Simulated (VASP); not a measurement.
# Al3GaN4 (P1) in VASP: single point with r2SCAN

Aim: the single point of Al3GaN4 with r2SCAN.

All numbers are computed with VASP 6.6.1; they aren't measurements. Logs are shortened: lines on timing, memory, paths and dates and some standing lists are left out, and cuts for length are marked.

**1. The cell of the first run**

The typed cell holds 8 atoms: a = 4.401 Å, b = 4.401 Å, c = 4.401 Å, α = 90.00°, β = 90.00°, γ = 90.00°.

**2. Single point, r2SCAN (atoms moved at random)**

POSCAR

```
Al3GaN4
1.0
    4.4012372935      0.0000000000      0.0000000000
    0.0000000000      4.4012372935      0.0000000000
    0.0000000000      0.0000000000      4.4012372935
Al Ga N
3 1 4
Direct
    0.5091842494      0.4936353252      0.0117560527
    0.4906222283     -0.0051020375      0.5095254454
   -0.0073716657      0.4962392000      0.4841212678
    0.0151958651      0.0080582814     -0.0030324659
    0.7389807541      0.7439506962      0.2509294004
    0.7411891567      0.2533982876      0.7508511559
    0.2543094328      0.7342765799      0.7444980788
    0.2578899791      0.2755436671      0.2513510648
```

INCAR.step1

```
SYSTEM = Al3GaN4
  PREC = Accurate
  ENCUT = 520
  ISMEAR = 0
  SIGMA = 0.05
  LREAL = .False.
  LASPH = .True.
  NELM = 60
  NBANDS = 31
  GGA = PE
  ALGO = Normal
  EDIFF = 1E-4
  LWAVE = .True.
  LCHARG = .False.
```

INCAR.step2

```
SYSTEM = Al3GaN4
  PREC = Accurate
  ENCUT = 520
  EDIFF = 1E-6
  ISMEAR = 0
  SIGMA = 0.05
  LREAL = .False.
  LASPH = .True.
  NELM = 60
  ALGO = Normal
  ISIF = 2
  LWAVE = .False.
  LCHARG = .False.
  METAGGA = R2SCAN
  LMIXTAU = .True.
  NBANDS = 31
  ISTART = 1
```

KPOINTS

```
Automatic mesh
0
Gamma
  6 6 6
  0 0 0
```

Potentials or basis: VASP PAW PBE potentials, release 64 (Al, Ga_d, N).

Run with:

```bash
$ cat potpaw_PBE.64/Al/POTCAR potpaw_PBE.64/Ga_d/POTCAR potpaw_PBE.64/N/POTCAR > POTCAR
$ cp INCAR.step1 INCAR
$ mpirun -np 1 vasp_std > vasp.out
$ cp INCAR.step2 INCAR
$ mpirun -np 1 vasp_std > vasp.out
```

OUTCAR:

```text
SYSTEM = Al3GaN4
   PREC = Accurate
   ENCUT = 520
   EDIFF = 1E-6
   ISMEAR = 0
   LREAL = .False.
   LASPH = .True.
   NELM = 60
   ISIF = 2
   METAGGA = R2SCAN
   ISTART = 1

 ion  position               nearest neighbor table
   1  0.509  0.494  0.012-   8 1.80   5 1.83   6 1.87   7 1.94   3 2.97   4 3.05   3 3.08   4 3.09
                             2 3.10   2 3.11   2 3.12   2 3.12   4 3.14   3 3.15   3 3.25
   2  0.491  0.995  0.510-   7 1.86   6 1.91   5 1.93   8 1.97   4 3.00   4 3.08   1 3.10   3 3.10
                             1 3.11   3 3.11   3 3.12   1 3.12   1 3.12   3 3.12
   3  0.993  0.496  0.484-   8 1.83   5 1.87   7 1.93   6 1.94   1 2.97   4 3.04   1 3.08   2 3.10
                             4 3.11   2 3.11   2 3.12   4 3.12   2 3.12   1 3.15   1 3.25
   4  0.015  0.008  0.997-   8 1.94   6 1.95   7 1.95   5 2.02   2 3.00   3 3.04   1 3.05   2 3.08
                             1 3.09   3 3.11   3 3.12   1 3.14
   5  0.739  0.744  0.251-   1 1.83   3 1.87   2 1.93   4 2.02
   6  0.741  0.253  0.751-   1 1.87   2 1.91   3 1.94   4 1.95
   7  0.254  0.734  0.744-   2 1.86   3 1.93   1 1.94   4 1.95
   8  0.258  0.276  0.251-   1 1.80   3 1.83   4 1.94   2 1.97

  LATTYP: Found a simple cubic cell.
 ALAT       =     4.4012372935

  Lattice vectors:

 A1 = (   4.4012372935,   0.0000000000,   0.0000000000)
 A2 = (   0.0000000000,   4.4012372935,   0.0000000000)
 A3 = (   0.0000000000,   0.0000000000,   4.4012372935)

Analysis of symmetry for initial positions (statically):
=====================================================================
 Subroutine PRICEL returns:
 Original cell was already a primitive cell.

 Routine SETGRP: Setting up the symmetry group for a
 simple cubic supercell.

 Subroutine GETGRP returns: Found  1 space group operations
 (whereof  1 operations were pure point group operations)
 out of a pool of 48 trial point group operations.

The static configuration has the point symmetry C_1 .

Analysis of symmetry for dynamics (positions and initial velocities):
=====================================================================
 Subroutine PRICEL returns:
 Original cell was already a primitive cell.

 Routine SETGRP: Setting up the symmetry group for a
 simple cubic supercell.

 Subroutine GETGRP returns: Found  1 space group operations
 (whereof  1 operations were pure point group operations)
 out of a pool of 48 trial point group operations.

The dynamic configuration has the point symmetry C_1 .

 Subroutine INISYM returns: Found  1 space group operations
 (whereof  1 operations are pure point group operations),
 and found     1 'primitive' translations

----------------------------------------------------------------------------------------

                                     Primitive cell

  volume of cell :      85.2559

  direct lattice vectors                    reciprocal lattice vectors
     4.401237294  0.000000000  0.000000000     0.227208835  0.000000000  0.000000000
     0.000000000  4.401237294  0.000000000     0.000000000  0.227208835  0.000000000
     0.000000000  0.000000000  4.401237294     0.000000000  0.000000000  0.227208835

  length of vectors
     4.401237294  4.401237294  4.401237294     0.227208835  0.227208835  0.227208835

  position of ions in fractional coordinates (direct lattice)
     0.509184249  0.493635325  0.011756053
     0.490622228  0.994897962  0.509525445
     0.992628334  0.496239200  0.484121268
     0.015195865  0.008058281  0.996967534
     0.738980754  0.743950696  0.250929400
     0.741189157  0.253398288  0.750851156
     0.254309433  0.734276580  0.744498079
     0.257889979  0.275543667  0.251351065

  ion indices of the primitive-cell ions
   primitive index   ion index
                 1           1
                 2           2
                 3           3
                 4           4
                 5           5
                 6           6
                 7           7
                 8           8

----------------------------------------------------------------------------------------

 KPOINTS: Automatic mesh

Automatic generation of k-mesh.
 Grid dimensions read from file:
 generate k-points for:    6    6    6

 Generating k-lattice:

  Cartesian coordinates                     Fractional coordinates (reciprocal lattice)
     0.037868139  0.000000000  0.000000000     0.166666667  0.000000000  0.000000000
     0.000000000  0.037868139  0.000000000     0.000000000  0.166666667  0.000000000
     0.000000000  0.000000000  0.037868139     0.000000000  0.000000000  0.166666667

  Length of vectors
     0.037868139  0.037868139  0.037868139

  Shift w.r.t. Gamma in fractional coordinates (k-lattice)
     0.000000000  0.000000000  0.000000000

 Subroutine IBZKPT returns following result:
 ===========================================

 Found    112 irreducible k-points:

 Following reciprocal coordinates:
            Coordinates               Weight
  0.000000  0.000000  0.000000      1.000000
  0.166667  0.000000  0.000000      2.000000
  0.000000  0.166667  0.000000      2.000000
  0.000000  0.000000  0.166667      2.000000
  0.333333  0.000000  0.000000      2.000000
  0.000000  0.333333  0.000000      2.000000
[... 16 lines left out ...]
  0.000000 -0.333333  0.166667      2.000000
 -0.166667  0.000000  0.333333      2.000000
 [... further k-points ...]
   k-points           NKPTS =    112   k-points in BZ     NKDIM =    112   number of bands    NBANDS=     31
   number of dos      NEDOS =    301   number of ions     NIONS =      8
   total plane-waves  NPLWV =  46656
   dimension x,y,z NGX =    36 NGY =   36 NGZ =   36
   dimension x,y,z NGXF=    72 NGYF=   72 NGZF=   72
   ions per type =               3   1   4
   NGX,Y,Z   is equivalent  to a cutoff of  13.60, 13.60, 13.60 a.u.
   NGXF,Y,Z  is equivalent  to a cutoff of  27.20, 27.20, 27.20 a.u.
 SYSTEM =  Al3GaN4
   PREC   = accura    normal or accurate (medium, high low for compatibility)
   ISTART =      1    job   : 0-new  1-cont  2-samecut
   ICHARG =      0    charge: 1-file 2-atom 10-const
   ISPIN  =      1    spin polarized calculation?
   LNONCOLLINEAR =      F non collinear calculations
   LSORBIT =      F    spin-orbit coupling
   LASPH  =      T    aspherical Exc in radial PAW
   ENCUT  =  520.0 eV  38.22 Ry    6.18 a.u.   8.18  8.18  8.18*2*pi/ulx,y,z
   NELM   =     60;   NELMIN=  2; NELMDL=  0     # of ELM steps
   EDIFF  = 0.1E-05   stopping-criterion for ELM
   LREAL  =      F    real-space projection
   EDIFFG = 0.1E-04   stopping-criterion for IOM
   NSW    =      0    number of steps for IOM
   IBRION =     -1    ionic relax: 0-MD 1-quasi-New 2-CG
   NFREE  =      0    steps in history (QN), initial steepest desc. (CG)
   ISIF   =      2    stress and relaxation
   ISYM   =      2    0-nonsym 1-usesym 2-fastsym
   POTIM  = 0.5000    time-step for ionic-motion
   TEBEG  =    0.0;   TEEND  =   0.0 temperature during run
   PSTRESS=    0.0 pullay stress
   NELECT =      42.0000    total number of electrons
   NUPDOWN=      -1.0000    fix difference up-down
   EMIN   =  10.00;   EMAX   =-10.00  energy-range for DOS
   EFERMI =   0.00;   METHOD = LEGACY
   ISMEAR =     0;   SIGMA  =   0.05  broadening in eV -4-tet -1-fermi 0-gaus
   EFERMI_NEDOS =   21; number of points for ismear=-14 and -15
   IALGO  =     38    algorithm
   IMIX   =      4    mixing-type and parameters
     AMIX     =   0.40;   BMIX     =  1.00
     AMIX_MAG =   1.60;   BMIX_MAG =  1.00
  volume/ion in A,a.u.               =      10.66        71.92
  Fermi-wavevector in a.u.,A,eV,Ry     =   1.292954  2.443329 22.745275  1.671731
  Thomas-Fermi vector in A             =   2.424630
   LORBIT       =      0    0 simple, 1 ext, 2 COOP (PROOUT), +10 PAW based schemes
   METAGGA = R2SCAN    functional components
   LHFCALC =     F    Hartree Fock is set to
   AEXX    =    0.0000 exact exchange contribution
   IVDW    =     0    specifies the selected vdW correction
   LEPSILON=     F    determine dielectric tensor
   LRPA    =     F    only Hartree local field effects (RPA)
 non-spin polarized calculation
 Gauss-broadening in eV      SIGMA  =   0.05
  energy-cutoff  :      520.00
  volume of cell :       85.26
 maximum number of plane-waves:      2320
 NGX is ok and might be reduce to    36
   NGX = 17   NGY = 17   NGZ = 17

 number of electron      42.0000000 magnetization

 Free energy of the ion-electron system (eV)
  ---------------------------------------------------
  ext. energy  EPLUGINS =         0.00000000
  ---------------------------------------------------
  free energy    TOTEN  =       -79.12596937 eV

  energy without entropy =      -79.12596937  energy(sigma->0) =      -79.12596937

 E-fermi :   5.8362     XC(G=0): -11.7556

 val. band max:        5.5516264874   @ k =   0.0000   0.0000   0.0000
 cond. band min:       9.2588732525   @ k =   0.0000   0.0000   0.0000
 fundamental gap:      3.7072467651
 Fermi energy:         5.8362099659

 k-point     1 :       0.0000    0.0000    0.0000
  band No.  band energies     occupation
      1     -10.5053      2.00000
      2      -8.6987      2.00000
      3      -8.5390      2.00000
      4      -8.4803      2.00000
      5      -7.5573      2.00000
      6      -7.5400      2.00000
[... 23 lines left out ...]
     30      18.2634      0.00000
     31      18.3546      0.00000

 k-point     2 :       0.1667    0.0000    0.0000
  band No.  band energies     occupation
      1     -10.3796      2.00000
      2      -8.7453      2.00000
      3      -8.5646      2.00000
      4      -8.5045      2.00000
      5      -7.5548      2.00000
      6      -7.5369      2.00000
[... 23 lines left out ...]
     30      18.3959      0.00000
     31      18.5465      0.00000

 k-point     3 :       0.0000    0.1667    0.0000
  band No.  band energies     occupation
      1     -10.3802      2.00000
      2      -8.7261      2.00000
      3      -8.5958      2.00000
      4      -8.4914      2.00000
      5      -7.5558      2.00000
      6      -7.5361      2.00000
[... 703 lines left out ...]
     30      17.6911      0.00000
     31      17.9925      0.00000

 k-point    24 :      -0.1667    0.0000    0.3333
  band No.  band energies     occupation
      1      -9.9225      2.00000
      2      -8.9988      2.00000
      3      -8.6000      2.00000
      4      -8.5678      2.00000
      5      -7.5384      2.00000
      6      -7.5306      2.00000
[... 23 lines left out ...]
     30      17.7155      0.00000
     31      18.0761      0.00000

 [... further k-points ...]

------------------------ aborting loop because EDIFF is reached ----------------------------------------

  FORCE on cell =-STRESS in cart. coord.  units (eV):
  Direction    XX          YY          ZZ          XY          YZ          ZX
  --------------------------------------------------------------------------------------
  -------------------------------------------------------------------------------------
  Total        0.6850734      0.1440837      0.5949758      0.4229420      0.5801855     -0.7118790
  in kB       12.8742918      2.7077042     11.1811251      7.9481682     10.9031782    -13.3780382
  external PRESSURE =       8.9210404 kB  Pullay stress =       0.0000000 kB

 VOLUME and BASIS-vectors are now :
 -----------------------------------------------------------------------------
  energy-cutoff  :      520.00
  volume of cell :       85.26
      direct lattice vectors                 reciprocal lattice vectors
     4.401237294  0.000000000  0.000000000     0.227208835  0.000000000  0.000000000
     0.000000000  4.401237294  0.000000000     0.000000000  0.227208835  0.000000000
     0.000000000  0.000000000  4.401237294     0.000000000  0.000000000  0.227208835

 POSITION                                       TOTAL-FORCE (eV/Angst)
 -----------------------------------------------------------------------------------
      2.24104      2.17261      0.05174        -0.305325      0.892414     -1.618367
      2.15934      4.37878      2.24254         0.604898      0.295048     -0.535152
      4.36879      2.18407      2.13073        -0.120468      0.588929      1.556949
      0.06688      0.03547      4.38789        -0.804949     -0.678047      0.003251
      3.25243      3.27430      1.10440         0.566958      0.948462      0.515306
      3.26215      1.11527      3.30467         0.348581     -0.159636     -0.763266
      1.11928      3.23173      3.27671        -0.137345      0.191673      0.002042
      1.13503      1.21273      1.10626        -0.152350     -2.078843      0.839237
 -----------------------------------------------------------------------------------
    total drift:                               -0.005613      0.010741      0.015876

  FREE ENERGIE OF THE ION-ELECTRON SYSTEM (eV)
  ---------------------------------------------------
  free  energy   TOTEN  =       -79.1259693659 eV

  energy  without entropy=      -79.1259693659  energy(sigma->0) =      -79.12596937
```

It took 20 min on 1 thread of Oxide Virtual Turin-like, shared host; peak memory 0.36 GiB.

What came out:

```yaml
Free_energy: -79.1260 eV
Pressure: 0.9 GPa
Largest_force: 2.247 eV/Å
Band_gap_on_the_k_mesh: 3.71 eV
```

Forces on the atoms (eV/Å):
```
Al  -0.305  0.892 -1.618
Al   0.605  0.295 -0.535
Al  -0.120  0.589  1.557
Ga  -0.805 -0.678  0.003
N    0.567  0.948  0.515
N    0.349 -0.160 -0.763
N   -0.137  0.192  0.002
N   -0.152 -2.079  0.839
```

Caveat: the cell differs from its parent crystal (atoms moved at random); the PAW data sets were made with another functional, which shifts forces and pressure a little.
